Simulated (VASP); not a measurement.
Here is a VASP 6.6.1 calculation.

INCAR

```
PREC = Accurate ; ENCUT = 520
EDIFF = 1E-7 ; ISMEAR = 0
SIGMA = 0.1 ; LREAL = F
LASPH = T ; NELM = 100
ALGO = Normal ; ISIF = 2
LWAVE = F ; LCHARG = F
GGA = PS ; NBANDS = 36
```

KPOINTS

```
regular mesh
0
Gamma
  10 10 10
```

The input POSCAR:

```
TiO
1.0
    4.0734467560      0.0000000000      0.0000000000
    0.0000000000      4.0734467560      0.0000000000
    0.0000000000      0.0000000000      4.0734467560
Ti O
3 3
Direct
    0.5000000000      0.5000000000      0.0000000000
    0.0000000000      0.5000000000      0.5000000000
    0.5000000000      0.0000000000      0.5000000000
    0.0000000000      0.5000000000      0.0000000000
    0.5000000000      0.0000000000      0.0000000000
    0.0000000000      0.0000000000      0.5000000000
```

Potentials or basis: VASP PAW PBE potentials, release 64 (Ti_sv, O).

Run with:

```console
$ cat potpaw_PBE.64/Ti_sv/POTCAR potpaw_PBE.64/O/POTCAR > POTCAR
$ mpirun -np 1 vasp_std > vasp.out
```

What does it give for the band gap on the k mesh?

Zero (band 27 reaches 8.41 eV, above the bottom of band 28 at 6.49 eV).

Estimate the pressure.

-5.8 GPa.

Caveat: the PAW data sets were made with another functional, which shifts forces and pressure a little; semilocal functionals often make such compounds metallic where correlation or magnetic order opens a gap, which also shifts bond lengths.
